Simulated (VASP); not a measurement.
Input of a VASP 6.6.1 run:

File INCAR:

```
ALGO = Normal
EDIFF = 1E-7
ENCUT = 520
GGA = PE
ISIF = 2
ISMEAR = -1
LASPH = True
LCHARG = False
LREAL = False
LWAVE = False
NBANDS = 26
NELM = 80
PREC = Accurate
SIGMA = 0.02
```

The input KPOINTS:

```
k-points
0
Gamma
  9 9 4
```

POSCAR

```
CuF
1.0
    3.5358154390      0.0000000000      0.0000000000
   -1.7679077195      3.0621059933      0.0000000000
    0.0000000000      0.0000000000      5.5153184831
Cu F
2 2
Direct
    0.3333333333      0.6666666667      0.2500000000
    0.6666666667      0.3333333333      0.7500000000
    0.6666666667      0.3333333333      0.2500000000
    0.3333333333      0.6666666667      0.7500000000
```

Potentials or basis: VASP PAW PBE potentials, release 64 (Cu, F).

Command:

```console
$ cat potpaw_PBE.64/Cu/POTCAR potpaw_PBE.64/F/POTCAR > POTCAR
$ mpirun -np 1 vasp_std > vasp.out
```

(1) Predict the pressure.

(2) Predict the band gap on the k mesh.

Answers

(1) 0.1 GPa.

(2) zero (band 18 reaches 2.57 eV, above the bottom of band 19 at 2.51 eV).

Caveat: semilocal functionals often make such compounds metallic where correlation or magnetic order opens a gap, which also shifts bond lengths.
